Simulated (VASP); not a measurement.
Crystal: RbCl.

```
Rb Cl
1.0
     0.00000    3.30582    3.30582
     3.30582    0.00000    3.30582
     3.30582    3.30582    0.00000
Rb Cl
1 1
Direct
  0.00000 0.00000 0.00000
  0.50000 0.50000 0.50000
```

Base run:

| Item | Value |
| --- | --- |
| Program | VASP 6.6.1 |
| Functional | HSE06 |
| Potentials or basis | VASP PAW PBE potentials, release 64 (Rb_sv, Cl) |
| Cutoff | 400 eV |
| k mesh | 4 × 4 × 4 |
| Occupations | gaussian, width 0.01 eV |
| Spin | no spin polarisation |

Its results: band gap on the k mesh 6.25 eV, direct; pressure 0.3 GPa.

**Question.** The run is repeated on the same cell with these changes: functional from HSE06 to PBE; cutoff from 400 eV to 500 eV. What comes out?

**Answer.** Band gap on the k mesh 4.95 eV, direct; pressure 0.6 GPa.

HSE06 gives the wider gap, since exact exchange removes part of the self-interaction.

Caveats: the PAW data sets were made with another functional, which shifts forces and pressure a little (some runs).

